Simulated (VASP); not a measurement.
The system is CsH.

```
Cs H
1.0
     6.38251    0.00000    0.00000
     0.00000    6.38251    0.00000
     0.00000    0.00000    6.38251
Cs H
4 4
Direct
  0.86309 0.63691 0.36309
  0.63691 0.36309 0.86309
  0.36309 0.86309 0.63691
  0.13691 0.13691 0.13691
  0.15870 0.34130 0.65870
  0.34130 0.65870 0.15870
  0.65870 0.15870 0.34130
  0.84130 0.84130 0.84130
```

| Quantity | Value |
| --- | --- |
| Program | VASP 6.6.1 |
| Task | relaxation of cell and atoms |
| Functional | PBEsol |
| Potentials or basis | VASP PAW PBE potentials, release 64 (Cs_sv, H) |
| Cutoff | 600 eV |
| k mesh | 4 × 4 × 4 |
| Occupations | fermi-dirac, width 0.03 eV |
| Spin | no spin polarisation |

At the start: pressure -1.7 GPa; volume 32.50 Å³/atom.

Q: How do energy, volume and symmetry change on relaxing?

A: Over 36 steps the energy falls by 158.3 meV/atom and the volume is 30.90 Å³/atom (-4.9 %); space group P2_13 (No. 198, to 0.1 Å) before, Fm-3m (No. 225, to 0.1 Å).

Step by step:
| step | energy change (eV) | largest force (eV/Å) | pressure (GPa) | volume (Å³) |
| --- | --- | --- | --- | --- |
| 1 | 0.0000 | 0.1639 | -1.65 | 260.00 |
| 2 | -0.1266 | 0.1657 | -1.37 | 247.60 |
| 3 | -0.3027 | 0.2291 | -0.23 | 219.30 |
| 4 | -0.3091 | 0.2501 | 0.26 | 211.56 |
| 5 | -0.3097 | 0.2455 | 0.15 | 213.20 |
| 6 | -0.3318 | 0.2487 | 0.16 | 212.77 |
| 7 | -0.3970 | 0.2555 | 0.20 | 211.49 |
| 8 | -0.5227 | 0.2597 | 0.38 | 208.93 |
| 9 | -0.7288 | 0.1830 | 1.05 | 203.88 |
| 10 | -0.5903 | 0.3647 | 3.58 | 194.02 |
| 11 | -0.7867 | 0.0683 | 1.66 | 200.77 |
| 12 | -0.8168 | 0.0808 | 1.54 | 202.96 |
| 13 | -0.8944 | 0.1169 | 1.18 | 209.60 |
| 14 | -0.9996 | 0.1777 | 0.65 | 223.33 |
| 15 | -1.0433 | 0.2340 | -0.04 | 252.55 |
| 16 | -1.0517 | 0.2289 | 0.13 | 244.24 |
| 17 | -1.0721 | 0.2140 | 0.01 | 246.41 |
| 18 | -1.1153 | 0.1722 | -0.31 | 252.97 |
| 19 | -1.1323 | 0.1025 | -0.80 | 266.46 |
| 20 | -1.1361 | 0.1211 | -0.67 | 262.39 |
| 21 | -1.1556 | 0.1106 | -0.61 | 260.18 |
| 22 | -1.2015 | 0.0729 | -0.40 | 253.62 |
| 23 | -1.2211 | 0.1263 | 0.18 | 240.84 |
| 24 | -1.2269 | 0.0956 | -0.05 | 245.27 |
| 25 | -1.2270 | 0.0987 | -0.03 | 244.76 |
| 26 | -1.2307 | 0.0901 | 0.00 | 244.30 |
| 27 | -1.2395 | 0.0647 | 0.07 | 242.94 |
| 28 | -1.2467 | 0.0462 | 0.22 | 240.22 |
| 29 | -1.2506 | 0.0495 | 0.13 | 242.46 |
| 30 | -1.2530 | 0.0562 | -0.13 | 249.26 |
| 31 | -1.2538 | 0.0545 | -0.05 | 247.08 |
| 32 | -1.2556 | 0.0503 | -0.05 | 247.09 |
| 33 | -1.2601 | 0.0373 | -0.05 | 247.12 |
| 34 | -1.2654 | 0.0108 | -0.05 | 247.20 |
| 35 | -1.2602 | 0.0421 | -0.05 | 247.34 |
| 36 | -1.2661 | 0.0070 | -0.05 | 247.23 |

Final structure:
```xyz
8
Lattice="6.2763 0.0000 0.0000 0.0000 6.2763 0.0000 0.0000 0.0000 6.2763" Properties=species:S:1:pos:R:3 pbc="T T T"
Cs    4.7125    4.7019    1.5744
Cs    4.7019    1.5744    4.7125
Cs    1.5744    4.7125    4.7019
Cs    1.5637    1.5637    1.5637
H     1.5672    1.5709    4.7054
H     1.5709    4.7054    1.5672
H     4.7054    1.5672    1.5709
H     4.7090    4.7090    4.7090
```

Caveat: the PAW data sets were made with another functional, which shifts forces and pressure a little.
